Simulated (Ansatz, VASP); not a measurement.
CuAg2Cl6 in VASP and in Ansatz

```xyz
9
Lattice="6.5365 0.0000 0.0000 -3.2682 5.6608 0.0000 -3.2682 1.8869 5.5457" Properties=species:S:1:pos:R:3 pbc="T T T"
Cu   -0.0003    3.7740    2.7734
Ag    3.2686    1.8867    1.6471
Ag   -3.2686    5.6609    3.8987
Cl    0.7177    2.0028    1.4220
Cl    1.1749    5.2809    1.4220
Cl   -1.8926    4.0378    1.4220
Cl   -0.7177    5.5449    4.1238
Cl   -1.1749    2.2668    4.1238
Cl    1.8926    3.5099    4.1238
```

Alike in both runs: task single point; functional PBE; k mesh 4 × 4 × 4; no spin polarisation.

```csv
,VASP,Ansatz
version,VASP 6.6.1,Ansatz 0.2.0
potentials or method,"VASP PAW PBE potentials, release 64 (Cu, Ag, Cl), cutoff 520 eV",PAW plane waves
occupations,"fermi-dirac, width 0.1 eV",fermi-dirac
valence electrons in the cell,75,99
```

Ansatz gave:

| Property | Result |
| --- | --- |
| gap on the k mesh at the Fermi level (eV) | none |
| pressure (GPa) | -0.1 |
| traceless stress, the component that is largest in VASP (GPa) | 0.95 |
| rms of the force components (eV/Å) | 0.135 |

Estimate VASP's values.

gap on the k mesh at the Fermi level (eV): none; pressure (GPa): -0.2; traceless stress, the component that is largest in VASP (GPa): 0.99; rms of the force components (eV/Å): 0.142.

Atom by atom the forces differ by 0.010 eV/Å (rms over components). A gap of «none» marks a metal or a gap that the smearing closes. VASP's potentials hold 75 valence electrons a cell and Ansatz's 99, so a difference there can come from the potentials and not from the codes. Ansatz's warnings: structure snapped to symmetry.
